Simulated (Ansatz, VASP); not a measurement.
# One calculation of La2O, two programs

INCAR

```
PREC = Accurate
ENCUT = 600
EDIFF = 1E-6
ISMEAR = 0
SIGMA = 0.1
LREAL = F
LASPH = T
NELM = 60
ALGO = Normal
ISIF = 3
LWAVE = F
LCHARG = F
GGA = PE
IBRION = 2
NSW = 100
EDIFFG = -0.01
```

Contents of KPOINTS:

```
regular mesh
0
Gamma
  12 12 12
```

The input POSCAR:

```
La2O
1.0
    0.0000000000      3.1911117170      3.1911117170
    3.1911117170      0.0000000000      3.1911117170
    3.1911117170      3.1911117170      0.0000000000
La O
2 1
Direct
    0.2500000000      0.2500000000      0.2500000000
    0.7500000000      0.7500000000      0.7500000000
    0.0000000000      0.0000000000      0.0000000000
```

Input for Ansatz:

```yaml
crystal:
  lattice:
    - [0.0, 3.191111717, 3.191111717]
    - [3.191111717, 0.0, 3.191111717]
    - [3.191111717, 3.191111717, 0.0]
  atoms:
    - { symbol: La, position: [0.25, 0.25, 0.25] }
    - { symbol: La, position: [0.75, 0.75, 0.75] }
    - { symbol: O, position: [0.0, 0.0, 0.0] }
basis:
  ecutwfc: 420
kpoints:
  mp_grid: { grid: [12, 12, 12] }
hamiltonian:
  xc: pbe
scf:
  occupations: { method: gaussian, width: 0.1 }
output:
  forces: true
  stress: true
  eigenvalues: true
relax:
  adjacent_minimum: "off"
  f_tol: 0.01
  max_steps: 80
  cell: { stress_tol: 0.05 }
```

Change from the starting cell: species swapped into the TbO2 type (Fm-3m, No. 225).

Alike in both runs: task relaxation of cell and atoms; functional PBE; k mesh 12 × 12 × 12; occupations gaussian, width 0.1 eV; no spin polarisation.

|  | VASP | Ansatz |
| --- | --- | --- |
| version | VASP 6.6.1 | Ansatz 0.2.0 |
| potentials or method | VASP PAW PBE potentials, release 64 (La, O), cutoff 600 eV | scalar-relativistic, plane waves, PAW |
| valence electrons in the cell | 28 | 28 |

|  | VASP | Ansatz | Ansatz less VASP |
| --- | --- | --- | --- |
| gap on the k mesh at the Fermi level, each at its own relaxed structure (eV) | none | none | - |
| relaxed volume (Å³/atom) | 21.62 | 21.66 | +0.043 |
| relaxed cell length with the largest relative difference (Å) | 4.510 | 4.513 | +0.0030 |

A gap of «none» marks a metal or a gap that the smearing closes.

Spin-orbit coupling is off throughout.
